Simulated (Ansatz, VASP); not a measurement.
**One calculation of B6C, two programs**

```
CELL_PARAMETERS angstrom
0.00000 2.81940 2.81940
2.81940 0.00000 2.81940
2.81940 2.81940 0.00000
ATOMIC_POSITIONS crystal
B 0.50000 0.50000 0.00000
B 0.50000 0.00000 0.50000
B 0.00000 0.00000 0.50000
B 0.00000 0.50000 0.00000
B 0.00000 0.50000 0.50000
B 0.50000 0.00000 0.00000
C 0.00000 0.00000 0.00000
```

Change from the starting cell: species swapped into the Zn6Mo type (Fm-3m, No. 225).

Alike in both runs: functional PBE; k mesh 5 × 5 × 5; occupations gaussian, width 0.2 eV; no spin polarisation.

Ansatz relaxed the structure, and its values are those at the end. VASP's run is a single point on that final structure, the one shown.

|  | VASP | Ansatz |
| --- | --- | --- |
| version | VASP 6.6.1 | Ansatz 0.2.0 |
| potentials or method | VASP PAW PBE potentials, release 64 (B, C), cutoff 600 eV | scalar-relativistic, plane waves, PAW |
| valence electrons in the cell | 22 | 22 |

Ansatz gave:

| Quantity | Value |
| --- | --- |
| gap on the k mesh at the Fermi level (eV) | none |
| pressure (GPa) | -0.4 |

Question: Estimate VASP's values.

Answer: gap on the k mesh at the Fermi level (eV): none; pressure (GPa): -0.5.

A gap of «none» marks a metal or a gap that the smearing closes. The functional is the same, so the differences come from potentials, cutoffs and numerics.

The k mesh is coarse, so the values compare programs but aren't converged.
